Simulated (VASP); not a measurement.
# In (I4/mmm) in VASP: further runs

Runs on In. Level: LDA. Tasks: single point.

All numbers are computed with VASP 6.6.1; they aren't measurements. Logs are shortened: lines on timing, memory, paths and dates and some standing lists are left out, and cuts for length are marked.

## Step 1: The cell of the first run

It takes space group I4/mmm (No. 139, tetragonal). Conventional cell: a = 3.187 Å, b = 3.187 Å, c = 4.948 Å, α = 90.00°, β = 90.00°, γ = 90.00°. Within 4.2 Å of In (site symmetry 4/mmm) lie 12 In at 3.19 to 3.35 Å.

## Step 2: Single point, LDA (equal xx and yy strain of -2 %)

INCAR reads:

```
PREC = Accurate
ENCUT = 520
EDIFF = 1E-6
ISMEAR = -1
SIGMA = 0.05
LREAL = F
LASPH = T
NELM = 60
ALGO = Normal
ISIF = 2
LWAVE = F
LCHARG = F
NBANDS = 12
```

KPOINTS reads:

```
regular mesh
0
Gamma
  14 14 14
```

POSCAR reads:

```
In
1.0
   -1.5936270000      1.5936270000      2.4739500000
    1.5936270000     -1.5936270000      2.4739500000
    1.5936270000      1.5936270000     -2.4739500000
In
1
Direct
    0.0000000000      0.0000000000      0.0000000000
```

Potentials or basis: VASP PAW LDA potentials, release 64 (In_d).

Started as:

```
> cat potpaw_LDA.64/In_d/POTCAR > POTCAR
> mpirun -np 1 vasp_std > vasp.out
```

OUTCAR:

```text
PREC = Accurate
   ENCUT = 520
   EDIFF = 1E-6
   ISMEAR = -1
   LREAL = F
   LASPH = T
   NELM = 60
   ISIF = 2

 ion  position               nearest neighbor table
   1  0.000  0.000  0.000-

  LATTYP: Found a body centered tetragonal cell.
 ALAT       =     3.1872540000
 C/A-ratio  =     1.5524021619

  Lattice vectors:

 A1 = (  -1.5936270000,   1.5936270000,   2.4739500000)
 A2 = (   1.5936270000,  -1.5936270000,   2.4739500000)
 A3 = (   1.5936270000,   1.5936270000,  -2.4739500000)

Analysis of symmetry for initial positions (statically):
=====================================================================
 Subroutine PRICEL returns:
 Original cell was already a primitive cell.

 Routine SETGRP: Setting up the symmetry group for a
 body centered tetragonal supercell.

 Subroutine GETGRP returns: Found 16 space group operations
 (whereof 16 operations were pure point group operations)
 out of a pool of 16 trial point group operations.

The static configuration has the point symmetry D_4h.

Analysis of symmetry for dynamics (positions and initial velocities):
=====================================================================
 Subroutine PRICEL returns:
 Original cell was already a primitive cell.

 Routine SETGRP: Setting up the symmetry group for a
 body centered tetragonal supercell.

 Subroutine GETGRP returns: Found 16 space group operations
 (whereof 16 operations were pure point group operations)
 out of a pool of 16 trial point group operations.

The dynamic configuration has the point symmetry D_4h.

 Subroutine INISYM returns: Found 16 space group operations
 (whereof 16 operations are pure point group operations),
 and found     1 'primitive' translations

----------------------------------------------------------------------------------------

                                     Primitive cell

  volume of cell :      25.1318

  direct lattice vectors                    reciprocal lattice vectors
    -1.593627000  1.593627000  2.473950000     0.000000000  0.313749704  0.202105944
     1.593627000 -1.593627000  2.473950000     0.313749704  0.000000000  0.202105944
     1.593627000  1.593627000 -2.473950000     0.313749704  0.313749704  0.000000000

  length of vectors
     3.346598666  3.346598666  3.346598666     0.373209980  0.373209980  0.443709087

  position of ions in fractional coordinates (direct lattice)
     0.000000000  0.000000000  0.000000000

  ion indices of the primitive-cell ions
   primitive index   ion index
                 1           1

----------------------------------------------------------------------------------------

 KPOINTS: regular mesh

Automatic generation of k-mesh.
 Grid dimensions read from file:
 generate k-points for:   14   14   14

 Generating k-lattice:

  Cartesian coordinates                     Fractional coordinates (reciprocal lattice)
     0.000000000  0.022410693  0.014436139     0.071428571  0.000000000  0.000000000
     0.022410693  0.000000000  0.014436139     0.000000000  0.071428571  0.000000000
     0.022410693  0.022410693  0.000000000     0.000000000  0.000000000  0.071428571

  Length of vectors
     0.026657856  0.026657856  0.031693506

  Shift w.r.t. Gamma in fractional coordinates (k-lattice)
     0.000000000  0.000000000  0.000000000

 Subroutine IBZKPT returns following result:
 ===========================================

 Found    244 irreducible k-points:

 Following reciprocal coordinates:
            Coordinates               Weight
  0.000000  0.000000  0.000000      1.000000
  0.071429 -0.000000  0.000000      8.000000
  0.142857 -0.000000  0.000000      8.000000
  0.214286 -0.000000  0.000000      8.000000
  0.285714 -0.000000  0.000000      8.000000
  0.357143 -0.000000  0.000000      8.000000
[... 16 lines left out ...]
  0.214286  0.142857 -0.000000     16.000000
  0.285714  0.142857  0.000000     16.000000
 [... further k-points ...]
   k-points           NKPTS =    244   k-points in BZ     NKDIM =    244   number of bands    NBANDS=     12
   number of dos      NEDOS =    301   number of ions     NIONS =      1
   total plane-waves  NPLWV =  21952
   dimension x,y,z NGX =    28 NGY =   28 NGZ =   28
   dimension x,y,z NGXF=    56 NGYF=   56 NGZF=   56
   ions per type =               1
   NGX,Y,Z   is equivalent  to a cutoff of  13.91, 13.91, 13.91 a.u.
   NGXF,Y,Z  is equivalent  to a cutoff of  27.82, 27.82, 27.82 a.u.
 SYSTEM =  unknown system
   PREC   = accura    normal or accurate (medium, high low for compatibility)
   ISTART =      0    job   : 0-new  1-cont  2-samecut
   ICHARG =      2    charge: 1-file 2-atom 10-const
   ISPIN  =      1    spin polarized calculation?
   LNONCOLLINEAR =      F non collinear calculations
   LSORBIT =      F    spin-orbit coupling
   LASPH  =      T    aspherical Exc in radial PAW
   ENCUT  =  520.0 eV  38.22 Ry    6.18 a.u.   6.22  6.22  6.22*2*pi/ulx,y,z
   NELM   =     60;   NELMIN=  2; NELMDL= -5     # of ELM steps
   EDIFF  = 0.1E-05   stopping-criterion for ELM
   LREAL  =      F    real-space projection
   EDIFFG = 0.1E-04   stopping-criterion for IOM
   NSW    =      0    number of steps for IOM
   IBRION =     -1    ionic relax: 0-MD 1-quasi-New 2-CG
   NFREE  =      0    steps in history (QN), initial steepest desc. (CG)
   ISIF   =      2    stress and relaxation
   ISYM   =      2    0-nonsym 1-usesym 2-fastsym
   POTIM  = 0.5000    time-step for ionic-motion
   TEBEG  =    0.0;   TEEND  =   0.0 temperature during run
   PSTRESS=    0.0 pullay stress
   NELECT =      13.0000    total number of electrons
   NUPDOWN=      -1.0000    fix difference up-down
   EMIN   =  10.00;   EMAX   =-10.00  energy-range for DOS
   EFERMI =   0.00;   METHOD = LEGACY
   ISMEAR =    -1;   SIGMA  =   0.05  broadening in eV -4-tet -1-fermi 0-gaus
   EFERMI_NEDOS =   21; number of points for ismear=-14 and -15
   IALGO  =     38    algorithm
   IMIX   =      4    mixing-type and parameters
     AMIX     =   0.40;   BMIX     =  1.00
     AMIX_MAG =   1.60;   BMIX_MAG =  1.00
  volume/ion in A,a.u.               =      25.13       169.60
  Fermi-wavevector in a.u.,A,eV,Ry     =   1.314159  2.483400 23.497444  1.727013
  Thomas-Fermi vector in A             =   2.444431
   LORBIT       =      0    0 simple, 1 ext, 2 COOP (PROOUT), +10 PAW based schemes
   GGA     = CA    functional components
   LHFCALC =     F    Hartree Fock is set to
   AEXX    =    0.0000 exact exchange contribution
   IVDW    =     0    specifies the selected vdW correction
   LEPSILON=     F    determine dielectric tensor
   LRPA    =     F    only Hartree local field effects (RPA)
 non-spin polarized calculation
  energy-cutoff  :      520.00
  volume of cell :       25.13
 maximum number of plane-waves:       692
 NGX is ok and might be reduce to    28
   NGX = 13   NGY = 13   NGZ = 13

 number of electron      13.0000000 magnetization

 Free energy of the ion-electron system (eV)
  ---------------------------------------------------
  ext. energy  EPLUGINS =         0.00000000
  ---------------------------------------------------
  free energy    TOTEN  =        -3.22035548 eV

  energy without entropy =       -3.21755108  energy(sigma->0) =       -3.21895328

 E-fermi :   7.7002     XC(G=0): -10.7193

 val. band max:        7.6937087600   @ k =  -0.2857   0.4286   0.0714
 cond. band min:       7.7120679751   @ k =   0.2857   0.1429   0.0714
 fundamental gap:      0.0183592151
 Fermi energy:         7.7002175827

 k-point     1 :       0.0000    0.0000    0.0000
  band No.  band energies     occupation
      1      -7.0173      2.00000
      2      -6.8649      2.00000
      3      -6.8649      2.00000
      4      -6.8020      2.00000
      5      -6.6505      2.00000
      6      -2.1641      2.00000
      7      18.4724      0.00000
      8      18.4724      0.00000
      9      18.6797      0.00000
     10      19.4876      0.00000
     11      22.0615      0.00000
     12      22.2032      0.00000

 k-point     2 :       0.0714   -0.0000    0.0000
  band No.  band energies     occupation
      1      -7.0072      2.00000
      2      -6.8667      2.00000
      3      -6.8561      2.00000
      4      -6.7994      2.00000
      5      -6.6549      2.00000
      6      -2.0485      2.00000
      7      17.1140      0.00000
      8      18.3001      0.00000
      9      18.3484      0.00000
     10      19.3399      0.00000
     11      22.1094      0.00000
     12      22.4954      0.00000

 k-point     3 :       0.1429   -0.0000    0.0000
  band No.  band energies     occupation
      1      -6.9855      2.00000
      2      -6.8767      2.00000
      3      -6.8341      2.00000
      4      -6.7815      2.00000
      5      -6.6643      2.00000
      6      -1.6989      2.00000
      7      14.6470      0.00000
      8      17.5944      0.00000
      9      18.0697      0.00000
     10      19.3214      0.00000
     11      21.2323      0.00000
     12      23.2636      0.00000
[... 286 lines left out ...]
 k-point    23 :       0.2143    0.1429   -0.0000
  band No.  band energies     occupation
      1      -6.9426      2.00000
      2      -6.8783      2.00000
      3      -6.8063      2.00000
      4      -6.7474      2.00000
      5      -6.6395      2.00000
      6      -0.2156      2.00000
      7      11.1108      0.00000
      8      13.2625      0.00000
      9      16.6126      0.00000
     10      19.9602      0.00000
     11      20.6430      0.00000
     12      21.9954      0.00000

 k-point    24 :       0.2857    0.1429    0.0000
  band No.  band energies     occupation
      1      -6.9325      2.00000
      2      -6.9052      2.00000
      3      -6.8157      2.00000
      4      -6.6821      2.00000
      5      -6.6254      2.00000
      6       0.7601      2.00000
      7       8.8621      0.00000
      8      13.1803      0.00000
      9      15.7422      0.00000
     10      19.0291      0.00000
     11      20.5946      0.00000
     12      22.5337      0.00000

 [... further k-points ...]
[... 5 lines left out ...]
  --------------------------------------------------------------------------------------
  -------------------------------------------------------------------------------------
  Total       -0.1509305     -0.1509305     -0.1777078      0.0000000      0.0000000      0.0000000
  in kB       -9.6219532     -9.6219532    -11.3290328      0.0000000      0.0000000      0.0000000
  external PRESSURE =     -10.1909797 kB  Pullay stress =       0.0000000 kB

 VOLUME and BASIS-vectors are now :
 -----------------------------------------------------------------------------
  energy-cutoff  :      520.00
  volume of cell :       25.13
      direct lattice vectors                 reciprocal lattice vectors
    -1.593627000  1.593627000  2.473950000     0.000000000  0.313749704  0.202105944
     1.593627000 -1.593627000  2.473950000     0.313749704  0.000000000  0.202105944
     1.593627000  1.593627000 -2.473950000     0.313749704  0.313749704  0.000000000

 POSITION                                       TOTAL-FORCE (eV/Angst)
 -----------------------------------------------------------------------------------
      0.00000      0.00000      0.00000         0.000000      0.000000      0.000000
 -----------------------------------------------------------------------------------
    total drift:                                0.000000     -0.000000      0.000000

  FREE ENERGIE OF THE ION-ELECTRON SYSTEM (eV)
  ---------------------------------------------------
  free  energy   TOTEN  =        -3.2203554754 eV

  energy  without entropy=       -3.2175510789  energy(sigma->0) =       -3.21895328
```

It took 88 s on 1 thread of AMD EPYC 7R43 (Zen 3), shared host; peak memory 0.16 GiB.

Results:

```yaml
Free_energy: -3.2204 eV
Pressure: -1.0 GPa
```

Stress tensor (GPa, compression positive):
```
-0.96  0.00  0.00
 0.00 -0.96  0.00
 0.00  0.00 -1.13
```

Levels at points of the mesh, in eV from the Fermi level:
```tsv
k point	band 3	band 4	band 5	band 6	band 7	band 8	band 9	band 10
(0.00, 0.00, 0.00)	-14.57	-14.50	-14.35	-9.86	10.77	10.77	10.98	11.79
(0.50, 0.00, 0.00)	-14.55	-14.27	-14.22	-4.39	-3.54	7.39	9.55	11.42
(0.50, 0.50, 0.00)	-14.27	-14.26	-14.13	-2.01	-1.52	3.40	3.96	7.20
(0.50, 0.50, 0.50)	-14.25	-14.22	-14.22	-3.20	-2.94	4.97	4.97	8.65
```

Caveat: the cell differs from its parent crystal (equal xx and yy strain of -2 %); spin-orbit coupling is left out, which moves the levels of the heavy elements.

## Step 3: Single point, LDA (equal xx and yy strain of -1 %)

INCAR reads:

```
SYSTEM = In
PREC = Accurate
ENCUT = 520
EDIFF = 1E-6
ISMEAR = -1
SIGMA = 0.05
LREAL = .False.
LASPH = .True.
NELM = 60
ALGO = Normal
ISIF = 2
LWAVE = .False.
LCHARG = .False.
GGA = CA
NBANDS = 12
```

KPOINTS reads:

```
regular mesh
0
Gamma
  14 14 14
  0 0 0
```

POSCAR reads:

```
In
1.0
   -1.6098885000      1.6098885000      2.4739500000
    1.6098885000     -1.6098885000      2.4739500000
    1.6098885000      1.6098885000     -2.4739500000
In
1
Direct
    0.0000000000      0.0000000000      0.0000000000
```

Potentials or basis: VASP PAW LDA potentials, release 64 (In_d).

Started as:

```
> cat potpaw_LDA.64/In_d/POTCAR > POTCAR
> mpirun -np 1 vasp_std > vasp.out
```

Run time: 87 s. Hardware: 1 thread of AMD EPYC 7R43 (Zen 3), shared host; peak memory 0.16 GiB.

The run converged. Its results:

| Quantity | Value |
| --- | --- |
| Free energy | -3.2158 eV |
| Pressure | -1.9 GPa |

Stress tensor (GPa, compression positive):
```
-1.98  0.00  0.00
 0.00 -1.98  0.00
 0.00  0.00 -1.77
```

Levels at points of the mesh, in eV from the Fermi level:
```tsv
k point	band 2	band 3	band 4	band 5	band 6	band 7	band 8	band 9	band 10	band 11
(0.00, 0.00, 0.00)	-14.56	-14.56	-14.48	-14.36	-9.73	10.58	10.58	10.76	11.72	14.16
(0.50, 0.00, 0.00)	-14.64	-14.54	-14.27	-14.23	-4.39	-3.46	7.40	9.27	11.29	11.46
(0.50, 0.50, 0.00)	-14.74	-14.27	-14.26	-14.15	-2.00	-1.64	3.42	3.92	7.13	7.48
(0.50, 0.50, 0.50)	-14.73	-14.25	-14.22	-14.22	-3.11	-2.81	4.80	4.80	8.45	8.47
```

Caveat: the cell differs from its parent crystal (equal xx and yy strain of -1 %); spin-orbit coupling is left out, which moves the levels of the heavy elements.
